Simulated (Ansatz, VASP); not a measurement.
## Two plane-wave programs on SnO2

```
CELL_PARAMETERS angstrom
4.76845 0.00000 0.00000
0.00000 4.76845 0.00000
0.00000 0.00000 3.21140
ATOMIC_POSITIONS crystal
Sn 0.00000 0.00000 0.00000
Sn 0.50000 0.50000 0.50000
O 0.30629 0.30629 0.00000
O 0.19371 0.80629 0.50000
O 0.69371 0.69371 0.00000
O 0.80629 0.19371 0.50000
```

Alike in both runs: functional PBEsol; k mesh 6 × 6 × 8; occupations fermi-dirac, width 0.02 eV; no spin polarisation.

Ansatz relaxed the structure, and its values are those at the end. VASP's run is a single point on that final structure, the one shown.

|  | VASP | Ansatz |
| --- | --- | --- |
| version | VASP 6.6.1 | Ansatz 0.2.0 |
| potentials or method | VASP PAW PBE potentials, release 64 (Sn_d, O), cutoff 520 eV | PAW plane waves |
| valence electrons in the cell | 52 | 52 |

|  | VASP | Ansatz | Ansatz less VASP |
| --- | --- | --- | --- |
| gap on the k mesh at the Fermi level (eV) | 0.92 | 0.92 | +0.006 |
| pressure (GPa) | 0.7 | 0.0 | -0.71 |
| rms of the force components (eV/Å) | 0.009 | 0.000 | -0.0094 |

VASP's potentials were made for PBE, not for PBEsol, and Ansatz warns of the same on its side.
